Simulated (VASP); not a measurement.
Write the native input for VASP 6.6.1 that does the following.

| Item | Value |
| --- | --- |
| Task | relaxation of volume and atoms at fixed shape |
| Functional | PBEsol |
| Potentials or basis | VASP PAW PBE potentials, release 64 (Li_sv) |
| Cutoff | 600 eV |
| k mesh | 6 × 6 × 6 |
| Occupations | gaussian, width 0.1 eV |
| Spin | no spin polarisation |
| Dipole correction | no |
| Further INCAR settings | ALGO = Normal; EDIFF = 1e-07; IBRION = 2; EDIFFG = -0.01; NSW = 80; ISIF = 8 |

The structure of Li lies in POSCAR:

```
Li
1.0
    3.5100000000      0.0000000000      0.0000000000
    0.0000000000      3.5100000000      0.0000000000
    0.0000000000      0.0000000000      3.5100000000
Li
2
Direct
    0.0000000000      0.0000000000      0.0000000000
    0.5000000000      0.5000000000      0.5000000000
```

These files were run (other wordings do the same):

INCAR

```
ALGO = Normal ; EDIFF = 1E-7
EDIFFG = -0.01 ; ENCUT = 600
GGA = PS ; IBRION = 2
ISIF = 8 ; ISMEAR = 0
LASPH = T ; LCHARG = F
LREAL = F ; LWAVE = F
NELM = 60 ; NSW = 80
PREC = Accurate ; SIGMA = 0.1
```

KPOINTS

```
k-points
0
Gamma
  6 6 6
```

Potentials or basis: VASP PAW PBE potentials, release 64 (Li_sv).

Launch:

```sh
$ cat potpaw_PBE.64/Li_sv/POTCAR > POTCAR
$ mpirun -np 1 vasp_std > vasp.out
```

Results of the run:

```
Relaxed volume                         : 19.95 Å³/atom
Relaxed cell                           : a = 3.417 Å, b = 3.417 Å, c = 3.417 Å, α = 90.00°, β = 90.00°, γ = 90.00°
Space group after relaxing (to 0.05 Å) : Im-3m (No. 229)
Energy gained by relaxing              : 5.2 meV/atom
Ionic steps                            : 4
Pressure after relaxing                : 0.0 GPa
Band gap on the k mesh                 : zero (band 3 reaches 4.08 eV, above the bottom of band 4 at -0.48 eV)
```

Caveat: the cutoff is under 1.25 times the usual one of these potentials, so pressure, stress and relaxed cells hold a basis-set (Pulay) error; the PAW data sets were made with another functional, which shifts forces and pressure a little.

Wall time 11 s on 1 thread of AMD EPYC 9R45 96-Core Processor (Zen 5), with other jobs on the host, peak memory 0.12 GiB.
